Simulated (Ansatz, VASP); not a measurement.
ZrB2 in VASP and in Ansatz

```
Zr B
1.0
     3.17000    0.00000    0.00000
    -1.58500    2.74530    0.00000
     0.00000    0.00000    3.53300
Zr B
1 2
Direct
  0.00000 0.00000 0.00000
  0.33333 0.66667 0.50000
  0.66667 0.33333 0.50000
```

Alike in both runs: task single point; functional PBEsol; k mesh 6 × 6 × 6; occupations gaussian, width 0.1 eV; no spin polarisation.

|  | VASP | Ansatz |
| --- | --- | --- |
| version | VASP 6.6.1 | Ansatz 0.2.0 |
| potentials or method | VASP PAW PBE potentials, release 64 (Zr_sv, B), cutoff 500 eV | scalar-relativistic, plane waves, PAW |
| valence electrons in the cell | 18 | 18 |

|  | VASP | Ansatz | Ansatz less VASP |
| --- | --- | --- | --- |
| gap on the k mesh at the Fermi level (eV) | none | none | - |
| pressure (GPa) | -3.5 | -3.9 | -0.34 |
| traceless stress, the component that is largest in VASP (GPa) | -1.56 | -1.56 | -0.001 |

VASP's potentials were made for PBE, not for PBEsol. A gap of «none» marks a metal or a gap that the smearing closes. The functional is the same, so the differences come from potentials, cutoffs and numerics.

The k mesh is coarse, so the values compare programs but aren't converged.
